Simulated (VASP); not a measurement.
**Rb: single point with PBE+D3(BJ)**

The system is Rb.

```
CELL_PARAMETERS angstrom
4.96204 0.00000 0.00000
-2.48102 4.29725 0.00000
0.00000 0.00000 16.10446
ATOMIC_POSITIONS crystal
Rb 0.00000 0.00000 0.00000
Rb 0.33333 0.66667 0.75000
Rb 0.00000 0.00000 0.50000
Rb 0.66667 0.33333 0.25000
```

This isn't the form of Rb at room conditions, which is bcc.

| Quantity | Value |
| --- | --- |
| Program | VASP 6.6.1 |
| Task | single point |
| Functional | PBE |
| Dispersion | D3(BJ) |
| Potentials or basis | VASP PAW PBE potentials, release 64 (Rb_sv) |
| Cutoff | 520 eV |
| k mesh | 12 × 12 × 4 |
| Occupations | gaussian, width 0.1 eV |
| Spin | no spin polarisation |

| Quantity | Value |
| --- | --- |
| Pressure | 0.0 GPa |
| Band gap on the k mesh | zero (bands 18 and 19 overlap by 2.18 eV) |
| Dispersion energy per atom | -0.107 eV |

Levels at points of the mesh, in eV from the Fermi level:
| k point | band 15 | band 16 | band 17 | band 18 | band 19 | band 20 | band 21 | band 22 |
| --- | --- | --- | --- | --- | --- | --- | --- | --- |
| (0.00, 0.00, 0.00) | -12.90 | -12.90 | -2.05 | -1.34 | -1.34 | 0.14 | 0.72 | 2.36 |
| (0.50, 0.00, 0.00) | -12.92 | -12.92 | 0.07 | 0.22 | 0.40 | 0.47 | 0.88 | 0.93 |
| (0.00, 0.00, 0.50) | -12.90 | -12.90 | -1.86 | -1.86 | -0.56 | -0.56 | 1.44 | 1.44 |
| (0.50, 0.00, 0.50) | -12.92 | -12.92 | 0.15 | 0.15 | 0.39 | 0.39 | 1.03 | 1.03 |

Wall time 17 min on 1 thread of Intel(R) Xeon(R) Platinum 8488C (Sapphire Rapids), with other jobs on the host, peak memory 0.66 GiB.
